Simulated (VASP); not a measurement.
# InP (I-4m2) in VASP: relaxation of the atoms with PBE

Aim: the relaxation of the atoms of InP with PBE.

Everything below comes from runs of VASP 6.6.1. Logs are shortened: lines on timing, memory, paths and dates and some standing lists are left out, and cuts for length are marked.

### Step 1. The cell of the first run

It takes space group I-4m2 (No. 119, tetragonal). The conventional cell has a = 4.150 Å, b = 4.150 Å, c = 5.927 Å, α = 90.00°, β = 90.00°, γ = 90.00°. Within 3.4 Å of In (site symmetry -4m2) lie 4 P at 2.55 Å. P (site symmetry -4m2) has 4 In at 2.55 Å within 3.4 Å.

### Step 2. Relaxation of the atoms, PBE (z stretched by +1 %)

Input file INCAR:

```
ALGO = Normal
EDIFF = 1E-6
EDIFFG = -0.02
ENCUT = 520
GGA = PE
IBRION = 2
ISIF = 2
ISMEAR = -1
LASPH = True
LCHARG = False
LREAL = False
LWAVE = False
NELM = 80
NSW = 80
PREC = Accurate
SIGMA = 0.02
```

Input file KPOINTS:

```
k-points
0
Gamma
  13 13 13
```

Input file POSCAR:

```
InP
1.0
    0.0000000000      2.9343500000      2.9636935000
    2.9343500000      0.0000000000      2.9636935000
    2.9343500000      2.9343500000      0.0000000000
In P
1 1
Direct
    0.0000000000      0.0000000000      0.0000000000
    0.2500000000      0.2500000000      0.2500000000
```

Potentials or basis: VASP PAW PBE potentials, release 64 (In_d, P).

Command:

```sh
> cat potpaw_PBE.64/In_d/POTCAR potpaw_PBE.64/P/POTCAR > POTCAR
> mpirun -np 1 vasp_std > vasp.out
```

OUTCAR:

```text
EDIFF = 1E-6
   EDIFFG = -0.02
   ENCUT = 520
   GGA = PE
   IBRION = 2
   ISIF = 2
   ISMEAR = -1
   LASPH = True
   LREAL = False
   NELM = 80
   NSW = 80
   PREC = Accurate

 ion  position               nearest neighbor table
   1  0.000  0.000  0.000-   2 2.55   2 2.55   2 2.55   2 2.55
   2  0.250  0.250  0.250-   1 2.55   1 2.55   1 2.55   1 2.55

  LATTYP: Found a body centered tetragonal cell.
 ALAT       =     4.1497975667
 C/A-ratio  =     1.4283556980

  Lattice vectors:

 A1 = (  -2.9343500000,   0.0000000000,   2.9636935000)
 A2 = (   2.9343500000,   0.0000000000,   2.9636935000)
 A3 = (   0.0000000000,   2.9343500000,  -2.9636935000)

Analysis of symmetry for initial positions (statically):
=====================================================================
 Subroutine PRICEL returns:
 Original cell was already a primitive cell.

 Routine SETGRP: Setting up the symmetry group for a
 body centered tetragonal supercell.

 Subroutine GETGRP returns: Found  8 space group operations
 (whereof  8 operations were pure point group operations)
 out of a pool of 16 trial point group operations.

The static configuration has the point symmetry D_2d.

Analysis of symmetry for dynamics (positions and initial velocities):
=====================================================================
 Subroutine PRICEL returns:
 Original cell was already a primitive cell.

 Routine SETGRP: Setting up the symmetry group for a
 body centered tetragonal supercell.

 Subroutine GETGRP returns: Found  8 space group operations
 (whereof  8 operations were pure point group operations)
 out of a pool of 16 trial point group operations.

The dynamic configuration has the point symmetry D_2d.

 Subroutine INISYM returns: Found  8 space group operations
 (whereof  8 operations are pure point group operations),
 and found     1 'primitive' translations

----------------------------------------------------------------------------------------

                                     Primitive cell

  volume of cell :      51.0372

  direct lattice vectors                    reciprocal lattice vectors
     0.000000000  2.934350000  2.963693500    -0.170395488  0.170395488  0.168708404
     2.934350000  0.000000000  2.963693500     0.170395488 -0.170395488  0.168708404
     2.934350000  2.934350000  0.000000000     0.170395488  0.170395488 -0.168708404

  length of vectors
     4.170598169  4.170598169  4.149797567     0.294162829  0.294162829  0.294162829

  position of ions in fractional coordinates (direct lattice)
     0.000000000  0.000000000  0.000000000
     0.250000000  0.250000000  0.250000000

  ion indices of the primitive-cell ions
   primitive index   ion index
                 1           1
                 2           2

----------------------------------------------------------------------------------------

 KPOINTS: k-points

Automatic generation of k-mesh.
 Grid dimensions read from file:
 generate k-points for:   13   13   13

 Generating k-lattice:

  Cartesian coordinates                     Fractional coordinates (reciprocal lattice)
    -0.013107345  0.013107345  0.012977570     0.076923077  0.000000000  0.000000000
     0.013107345 -0.013107345  0.012977570     0.000000000  0.076923077  0.000000000
     0.013107345  0.013107345 -0.012977570     0.000000000  0.000000000  0.076923077

  Length of vectors
     0.022627910  0.022627910  0.022627910

  Shift w.r.t. Gamma in fractional coordinates (k-lattice)
     0.000000000  0.000000000  0.000000000

 Subroutine IBZKPT returns following result:
 ===========================================

 Found    196 irreducible k-points:

 Following reciprocal coordinates:
            Coordinates               Weight
  0.000000  0.000000  0.000000      1.000000
  0.076923  0.000000  0.000000      8.000000
  0.153846 -0.000000  0.000000      8.000000
  0.230769 -0.000000  0.000000      8.000000
  0.307692 -0.000000  0.000000      8.000000
  0.384615 -0.000000  0.000000      8.000000
[... 16 lines left out ...]
  0.384615  0.153846  0.000000      8.000000
  0.461538  0.153846  0.000000      8.000000
 [... further k-points ...]
   k-points           NKPTS =    196   k-points in BZ     NKDIM =    196   number of bands    NBANDS=     13
   number of dos      NEDOS =    301   number of ions     NIONS =      2
   total plane-waves  NPLWV =  32768
   dimension x,y,z NGX =    32 NGY =   32 NGZ =   32
   dimension x,y,z NGXF=    64 NGYF=   64 NGZF=   64
   ions per type =               1   1
   NGX,Y,Z   is equivalent  to a cutoff of  12.76, 12.76, 12.82 a.u.
   NGXF,Y,Z  is equivalent  to a cutoff of  25.51, 25.51, 25.64 a.u.
 SYSTEM =  unknown system
   PREC   = accura    normal or accurate (medium, high low for compatibility)
   ISTART =      0    job   : 0-new  1-cont  2-samecut
   ICHARG =      2    charge: 1-file 2-atom 10-const
   ISPIN  =      1    spin polarized calculation?
   LNONCOLLINEAR =      F non collinear calculations
   LSORBIT =      F    spin-orbit coupling
   LASPH  =      T    aspherical Exc in radial PAW
   ENCUT  =  520.0 eV  38.22 Ry    6.18 a.u.   7.75  7.75  7.72*2*pi/ulx,y,z
   NELM   =     80;   NELMIN=  2; NELMDL= -5     # of ELM steps
   EDIFF  = 0.1E-05   stopping-criterion for ELM
   LREAL  =      F    real-space projection
   EDIFFG = -.2E-01   stopping-criterion for IOM
   NSW    =     80    number of steps for IOM
   IBRION =      2    ionic relax: 0-MD 1-quasi-New 2-CG
   NFREE  =      1    steps in history (QN), initial steepest desc. (CG)
   ISIF   =      2    stress and relaxation
   ISYM   =      2    0-nonsym 1-usesym 2-fastsym
   POTIM  = 0.5000    time-step for ionic-motion
   TEBEG  =    0.0;   TEEND  =   0.0 temperature during run
   PSTRESS=    0.0 pullay stress
   NELECT =      18.0000    total number of electrons
   NUPDOWN=      -1.0000    fix difference up-down
   EMIN   =  10.00;   EMAX   =-10.00  energy-range for DOS
   EFERMI =   0.00;   METHOD = LEGACY
   ISMEAR =    -1;   SIGMA  =   0.02  broadening in eV -4-tet -1-fermi 0-gaus
   EFERMI_NEDOS =   21; number of points for ismear=-14 and -15
   IALGO  =     38    algorithm
   IMIX   =      4    mixing-type and parameters
     AMIX     =   0.40;   BMIX     =  1.00
     AMIX_MAG =   1.60;   BMIX_MAG =  1.00
  volume/ion in A,a.u.               =      25.52       172.21
  Fermi-wavevector in a.u.,A,eV,Ry     =   1.156654  2.185758 18.202519  1.337847
  Thomas-Fermi vector in A             =   2.293272
   LORBIT       =      0    0 simple, 1 ext, 2 COOP (PROOUT), +10 PAW based schemes
   GGA     = PE    functional components
   LHFCALC =     F    Hartree Fock is set to
   AEXX    =    0.0000 exact exchange contribution
   IVDW    =     0    specifies the selected vdW correction
   LEPSILON=     F    determine dielectric tensor
   LRPA    =     F    only Hartree local field effects (RPA)
 conjugate gradient relaxation of ions
 non-spin polarized calculation
  energy-cutoff  :      520.00
  volume of cell :       51.04
 maximum number of plane-waves:      1388
   NGX = 15   NGY = 15   NGZ = 15

 number of electron      18.0000008 magnetization

 Free energy of the ion-electron system (eV)
  ---------------------------------------------------
  ext. energy  EPLUGINS =         0.00000000
  ---------------------------------------------------
  free energy    TOTEN  =        -8.39487463 eV

  energy without entropy =       -8.39487463  energy(sigma->0) =       -8.39487463

 E-fermi :   5.3722     XC(G=0):  -9.2221

 val. band max:        5.0521140419   @ k =   0.0000   0.0000   0.0000
 cond. band min:       5.6728046569   @ k =   0.0000   0.0000   0.0000
 fundamental gap:      0.6206906151
 Fermi energy:         5.3721596343

 k-point     1 :       0.0000    0.0000    0.0000
  band No.  band energies     occupation
      1      -9.1230      2.00000
      2      -9.1186      2.00000
      3      -9.1186      2.00000
      4      -8.9754      2.00000
      5      -8.9742      2.00000
      6      -6.3860      2.00000
      7       5.0050      2.00000
      8       5.0521      2.00000
      9       5.0521      2.00000
     10       5.6728      0.00000
     11       9.1256      0.00000
     12       9.1256      0.00000
     13       9.1412      0.00000

 k-point     2 :       0.0769    0.0000    0.0000
  band No.  band energies     occupation
      1      -9.1275      2.00000
      2      -9.1182      2.00000
      3      -9.1158      2.00000
      4      -8.9756      2.00000
      5      -8.9741      2.00000
      6      -6.3193      2.00000
      7       4.2092      2.00000
      8       4.9460      2.00000
      9       4.9795      2.00000
     10       6.2922      0.00000
     11       9.1477      0.00000
     12       9.2393      0.00000
     13       9.2508      0.00000

 k-point     3 :       0.1538   -0.0000    0.0000
  band No.  band energies     occupation
      1      -9.1462      2.00000
      2      -9.1110      2.00000
      3      -9.1083      2.00000
      4      -8.9754      2.00000
      5      -8.9736      2.00000
      6      -6.1239      2.00000
      7       3.0580      2.00000
      8       4.7566      2.00000
      9       4.7964      2.00000
     10       6.7564      0.00000
     11       9.4131      0.00000
     12       9.5131      0.00000
     13       9.5232      0.00000
[... 305 lines left out ...]
 k-point    23 :       0.3846    0.1538    0.0000
  band No.  band energies     occupation
      1      -9.2247      2.00000
      2      -9.0790      2.00000
      3      -9.0707      2.00000
      4      -8.9834      2.00000
      5      -8.9600      2.00000
      6      -5.1026      2.00000
      7       0.5107      2.00000
      8       3.3960      2.00000
      9       3.7635      2.00000
     10       7.6485      0.00000
     11       9.1873      0.00000
     12      10.7104      0.00000
     13      10.8600      0.00000

 k-point    24 :       0.4615    0.1538    0.0000
  band No.  band energies     occupation
      1      -9.2363      2.00000
      2      -9.0775      2.00000
      3      -9.0673      2.00000
      4      -8.9775      2.00000
      5      -8.9600      2.00000
      6      -4.7406      2.00000
      7      -0.1807      2.00000
      8       3.1040      2.00000
      9       3.7376      2.00000
     10       7.5789      0.00000
     11       9.3590      0.00000
     12      10.7322      0.00000
     13      11.3953      0.00000

 [... further k-points ...]
[... 5 lines left out ...]
  --------------------------------------------------------------------------------------
  -------------------------------------------------------------------------------------
  Total        0.7672165      0.7672165      0.6370986      0.0000000      0.0000000      0.0000000
  in kB       24.0847078     24.0847078     20.0000062      0.0000000      0.0000000      0.0000000
  external PRESSURE =      22.7231406 kB  Pullay stress =       0.0000000 kB

 VOLUME and BASIS-vectors are now :
 -----------------------------------------------------------------------------
  energy-cutoff  :      520.00
  volume of cell :       51.04
      direct lattice vectors                 reciprocal lattice vectors
     0.000000000  2.934350000  2.963693500    -0.170395488  0.170395488  0.168708404
     2.934350000  0.000000000  2.963693500     0.170395488 -0.170395488  0.168708404
     2.934350000  2.934350000  0.000000000     0.170395488  0.170395488 -0.168708404

 POSITION                                       TOTAL-FORCE (eV/Angst)
 -----------------------------------------------------------------------------------
      0.00000      0.00000      0.00000        -0.000000     -0.000000      0.000000
      1.46717      1.46717      1.48185         0.000000      0.000000      0.000000
 -----------------------------------------------------------------------------------
    total drift:                               -0.000000     -0.000000     -0.000000

  FREE ENERGIE OF THE ION-ELECTRON SYSTEM (eV)
  ---------------------------------------------------
  free  energy   TOTEN  =        -8.3948746288 eV

  energy  without entropy=       -8.3948746286  energy(sigma->0) =       -8.39487463

 reached required accuracy - stopping structural energy minimisation
```

Wall time 2.5 min (1 thread of Oxide Virtual Turin-like, shared host); peak memory 0.24 GiB.

What came out:

* Free energy: -8.3949 eV
* Pressure after relaxing: 2.3 GPa
* Band gap on the k mesh: 0.62 eV

Stress tensor (GPa, compression positive):
```
2.41 0.00 0.00
0.00 2.41 0.00
0.00 0.00 2.00
```

Final structure:
```
CELL_PARAMETERS angstrom
0.00000 2.93435 2.96369
2.93435 0.00000 2.96369
2.93435 2.93435 0.00000
ATOMIC_POSITIONS crystal
In 0.00000 0.00000 0.00000
P 0.25000 0.25000 0.25000
```

Caveat: the cell differs from its parent crystal (z stretched by +1 %); the relaxation stopped at its first step, so nothing moved; spin-orbit coupling is left out, which moves the levels of the heavy elements.
